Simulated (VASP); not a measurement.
# K4HgPd2 (R-3m) in VASP: a series of runs, part 2 of 2

VASP 6.6.1. The steps go on from the part before.

## 3. Single point, r2SCAN

Contents of POSCAR:

```
K4HgPd2
1.0
    2.7833057800      4.8208275400      0.0000000000
   -2.7833057800      4.8208275400      0.0000000000
    0.0000000000     -3.2138817200      8.8268048100
K Hg Pd
4 1 2
Direct
    0.3891000000      0.3891000000      0.1673000000
    0.6109000000      0.6109000000      0.8327000000
    0.2080000000      0.2080000000      0.6240000000
    0.7920000000      0.7920000000      0.3760000000
    0.0000000000      0.0000000000      0.0000000000
    0.0883000000      0.0883000000      0.2649000000
    0.9117000000      0.9117000000      0.7351000000
```

Contents of INCAR.step1:

```
ALGO = Normal ; EDIFF = 1E-4
ENCUT = 520 ; GGA = PE
ISMEAR = 0 ; LASPH = T
LCHARG = F ; LREAL = F
LWAVE = T ; NBANDS = 43
NELM = 100 ; PREC = Accurate
SIGMA = 0.05
```

Contents of INCAR.step2:

```
ALGO = Normal ; EDIFF = 1E-6
ENCUT = 520 ; ISIF = 2
ISMEAR = 0 ; ISTART = 1
LASPH = T ; LCHARG = F
LMIXTAU = T ; LREAL = F
LWAVE = F ; METAGGA = R2SCAN
NBANDS = 43 ; NELM = 100
PREC = Accurate ; SIGMA = 0.05
```

Contents of KPOINTS:

```
k-points
0
Gamma
  4 4 4
```

Potentials or basis: VASP PAW PBE potentials, release 64 (K_sv, Hg, Pd).

Launch:

```console
cat potpaw_PBE.64/K_sv/POTCAR potpaw_PBE.64/Hg/POTCAR potpaw_PBE.64/Pd/POTCAR > POTCAR
cp INCAR.step1 INCAR
mpirun -np 1 vasp_std > vasp.out
cp INCAR.step2 INCAR
mpirun -np 1 vasp_std > vasp.out
```

OUTCAR:

```text
EDIFF = 1E-6
   ENCUT = 520
   ISIF = 2
   ISMEAR = 0
   ISTART = 1
   LASPH = T
   LREAL = F
   METAGGA = R2SCAN
   NELM = 100
   PREC = Accurate

 ion  position               nearest neighbor table
   1  0.389  0.389  0.167-   6 3.33   6 3.33   6 3.33   5 3.54   5 3.54   5 3.54   4 3.70   4 3.70
                             4 3.70
   2  0.611  0.611  0.833-   7 3.33   7 3.33   7 3.33   5 3.54   5 3.54   5 3.54   3 3.70   3 3.70
                             3 3.70
   3  0.208  0.208  0.624-   6 3.17   7 3.36   7 3.36   7 3.36   2 3.70   2 3.70   2 3.70
   4  0.792  0.792  0.376-   7 3.17   6 3.36   6 3.36   6 3.36   1 3.70   1 3.70   1 3.70
   5  0.000  0.000  0.000-   6 2.34   7 2.34   2 3.54   2 3.54   1 3.54   1 3.54   1 3.54   2 3.54

   6  0.088  0.088  0.265-   5 2.34   3 3.17   1 3.33   1 3.33   1 3.33   4 3.36   4 3.36   4 3.36

   7  0.912  0.912  0.735-   5 2.34   4 3.17   2 3.33   2 3.33   2 3.33   3 3.36   3 3.36   3 3.36

  LATTYP: Found a trigonal (rhomboedric) cell.
 ALAT       =     9.3936973066
 COS(alpha) =     0.8244184578

  Lattice vectors:

 A1 = (  -2.7833057800,   1.6069458200,   8.8268048100)
 A2 = (   0.0000000000,  -3.2138817200,   8.8268048100)
 A3 = (   2.7833057800,   1.6069458200,   8.8268048100)

Analysis of symmetry for initial positions (statically):
=====================================================================
 Subroutine PRICEL returns:
 Original cell was already a primitive cell.

 Routine SETGRP: Setting up the symmetry group for a
 trigonal (rhombohedral) supercell.

 Subroutine GETGRP returns: Found 12 space group operations
 (whereof 12 operations were pure point group operations)
 out of a pool of 12 trial point group operations.

The static configuration has the point symmetry D_3d.

Analysis of symmetry for dynamics (positions and initial velocities):
=====================================================================
 Subroutine PRICEL returns:
 Original cell was already a primitive cell.

 Routine SETGRP: Setting up the symmetry group for a
 trigonal (rhombohedral) supercell.

 Subroutine GETGRP returns: Found 12 space group operations
 (whereof 12 operations were pure point group operations)
 out of a pool of 12 trial point group operations.

The dynamic configuration has the point symmetry D_3d.

 Subroutine INISYM returns: Found 12 space group operations
 (whereof 12 operations are pure point group operations),
 and found     1 'primitive' translations

----------------------------------------------------------------------------------------

                                     Primitive cell

  volume of cell :     236.8733

  direct lattice vectors                    reciprocal lattice vectors
     2.783305780  4.820827540  0.000000000     0.179642497  0.103716633  0.037763721
    -2.783305780  4.820827540  0.000000000    -0.179642497  0.103716633  0.037763721
     0.000000000 -3.213881720  8.826804810     0.000000000  0.000000000  0.113291278

  length of vectors
     5.566612007  5.566612007  9.393695698     0.210842750  0.210842750  0.113291278

  position of ions in fractional coordinates (direct lattice)
     0.389100000  0.389100000  0.167300000
     0.610900000  0.610900000  0.832700000
     0.208000000  0.208000000  0.624000000
     0.792000000  0.792000000  0.376000000
[... 50 lines left out ...]
  0.250000 -0.000000  0.250000      6.000000
  0.500000 -0.000000  0.250000      6.000000
  0.250000  0.250000  0.250000      6.000000
  0.500000  0.250000  0.250000      6.000000
  0.000000  0.000000  0.500000      1.000000
   k-points           NKPTS =     13   k-points in BZ     NKDIM =     13   number of bands    NBANDS=     43
   number of dos      NEDOS =    301   number of ions     NIONS =      7
   total plane-waves  NPLWV = 123480
   dimension x,y,z NGX =    42 NGY =   42 NGZ =   70
   dimension x,y,z NGXF=    84 NGYF=   84 NGZF=  140
   ions per type =               4   1   2
   NGX,Y,Z   is equivalent  to a cutoff of  12.54, 12.54, 12.39 a.u.
   NGXF,Y,Z  is equivalent  to a cutoff of  25.09, 25.09, 24.78 a.u.
 SYSTEM =  unknown system
   PREC   = accura    normal or accurate (medium, high low for compatibility)
   ISTART =      1    job   : 0-new  1-cont  2-samecut
   ICHARG =      0    charge: 1-file 2-atom 10-const
   ISPIN  =      1    spin polarized calculation?
   LNONCOLLINEAR =      F non collinear calculations
   LSORBIT =      F    spin-orbit coupling
   LASPH  =      T    aspherical Exc in radial PAW
   ENCUT  =  520.0 eV  38.22 Ry    6.18 a.u.  10.35 10.35 17.47*2*pi/ulx,y,z
   NELM   =    100;   NELMIN=  2; NELMDL=  0     # of ELM steps
   EDIFF  = 0.1E-05   stopping-criterion for ELM
   LREAL  =      F    real-space projection
   EDIFFG = 0.1E-04   stopping-criterion for IOM
   NSW    =      0    number of steps for IOM
   IBRION =     -1    ionic relax: 0-MD 1-quasi-New 2-CG
   NFREE  =      0    steps in history (QN), initial steepest desc. (CG)
   ISIF   =      2    stress and relaxation
   ISYM   =      2    0-nonsym 1-usesym 2-fastsym
   POTIM  = 0.5000    time-step for ionic-motion
   TEBEG  =    0.0;   TEEND  =   0.0 temperature during run
   PSTRESS=    0.0 pullay stress
   NELECT =      68.0000    total number of electrons
   NUPDOWN=      -1.0000    fix difference up-down
   EMIN   =  10.00;   EMAX   =-10.00  energy-range for DOS
   EFERMI =   0.00;   METHOD = LEGACY
   ISMEAR =     0;   SIGMA  =   0.05  broadening in eV -4-tet -1-fermi 0-gaus
   EFERMI_NEDOS =   21; number of points for ismear=-14 and -15
   IALGO  =     38    algorithm
   IMIX   =      4    mixing-type and parameters
     AMIX     =   0.40;   BMIX     =  1.00
     AMIX_MAG =   1.60;   BMIX_MAG =  1.00
  volume/ion in A,a.u.               =      33.84       228.36
  Fermi-wavevector in a.u.,A,eV,Ry     =   1.079955  2.040820 15.868523  1.166304
  Thomas-Fermi vector in A             =   2.215934
   LORBIT       =      0    0 simple, 1 ext, 2 COOP (PROOUT), +10 PAW based schemes
   METAGGA = R2SCAN    functional components
   LHFCALC =     F    Hartree Fock is set to
   AEXX    =    0.0000 exact exchange contribution
   IVDW    =     0    specifies the selected vdW correction
   LEPSILON=     F    determine dielectric tensor
   LRPA    =     F    only Hartree local field effects (RPA)
 non-spin polarized calculation
 Gauss-broadening in eV      SIGMA  =   0.05
  energy-cutoff  :      520.00
  volume of cell :      236.87
 maximum number of plane-waves:      6411
 NGX is ok and might be reduce to    42
   NGX = 21   NGY = 21   NGZ = 35

 number of electron      68.0000002 magnetization

 Free energy of the ion-electron system (eV)
  ---------------------------------------------------
  ext. energy  EPLUGINS =         0.00000000
  ---------------------------------------------------
  free energy    TOTEN  =      -118.31504999 eV

  energy without entropy =     -118.30825508  energy(sigma->0) =     -118.31165254

 E-fermi :   2.0360     XC(G=0):  -8.3798

 val. band max:        1.9997827263   @ k =   0.2500  -0.0000   0.2500
 cond. band min:       2.0442686250   @ k =   0.5000   0.2500   0.0000
 fundamental gap:      0.0444858986
 Fermi energy:         2.0359941868

 k-point     1 :       0.0000    0.0000    0.0000
  band No.  band energies     occupation
      1     -30.8826      2.00000
      2     -30.8740      2.00000
      3     -30.8306      2.00000
      4     -30.8110      2.00000
      5     -13.6988      2.00000
      6     -13.6906      2.00000
[... 587 lines left out ...]
     42       5.8252      0.00000
     43       6.4089      0.00000

------------------------ aborting loop because EDIFF is reached ----------------------------------------

  FORCE on cell =-STRESS in cart. coord.  units (eV):
  Direction    XX          YY          ZZ          XY          YZ          ZX
  --------------------------------------------------------------------------------------
  -------------------------------------------------------------------------------------
  Total        1.3831990      1.3831993     19.5056759     -0.0000000      0.0000073      0.0000000
  in kB        9.3557631      9.3557651    131.9336422     -0.0000000      0.0000494      0.0000000
  external PRESSURE =      50.2150568 kB  Pullay stress =       0.0000000 kB

 VOLUME and BASIS-vectors are now :
 -----------------------------------------------------------------------------
  energy-cutoff  :      520.00
  volume of cell :      236.87
      direct lattice vectors                 reciprocal lattice vectors
     2.783305780  4.820827540  0.000000000     0.179642497  0.103716633  0.037763721
    -2.783305780  4.820827540  0.000000000    -0.179642497  0.103716633  0.037763721
     0.000000000 -3.213881720  8.826804810     0.000000000  0.000000000  0.113291278

 POSITION                                       TOTAL-FORCE (eV/Angst)
 -----------------------------------------------------------------------------------
      0.00000      3.21389      1.47672         0.000000     -0.000000     -0.092792
      0.00000      3.21389      7.35008         0.000000      0.000000      0.092792
      0.00000      0.00000      5.50793         0.000000      0.000000      0.161199
      0.00000      6.42777      3.31888         0.000000     -0.000000     -0.161199
      0.00000      0.00000      0.00000         0.000000      0.000000      0.000000
      0.00000      0.00000      2.33822         0.000000      0.000001      3.664683
      0.00000      6.42777      6.48858         0.000000     -0.000001     -3.664683
 -----------------------------------------------------------------------------------
    total drift:                               -0.000000      0.000000     -0.000000

  FREE ENERGIE OF THE ION-ELECTRON SYSTEM (eV)
  ---------------------------------------------------
  free  energy   TOTEN  =      -118.3150499936 eV

  energy  without entropy=     -118.3082550827  energy(sigma->0) =     -118.31165254
```

Wall time 4.6 min (1 thread of Intel Xeon 6975P-C (Granite Rapids), shared host); peak memory 0.46 GiB.

What came out:

```yaml
Free_energy: -118.3150 eV
Pressure: 5.0 GPa
Largest_force: 3.665 eV/Å
Band_gap_on_the_k_mesh: zero (bands 34 and 35 overlap by 0.81 eV)
```

Forces on the atoms (eV/Å):
```
K    0.000  0.000 -0.093
K    0.000  0.000  0.093
K    0.000  0.000  0.161
K    0.000  0.000 -0.161
Hg   0.000  0.000  0.000
Pd   0.000  0.000  3.665
Pd   0.000  0.000 -3.665
```

Caveat: the stress differs along the axes, from 1 to 13 GPa; the PAW data sets were made with another functional, which shifts forces and pressure a little; spin-orbit coupling is left out, which moves the levels of the heavy elements.

The gap in the log of VASP goes by the Fermi energy; the results here count the filled bands.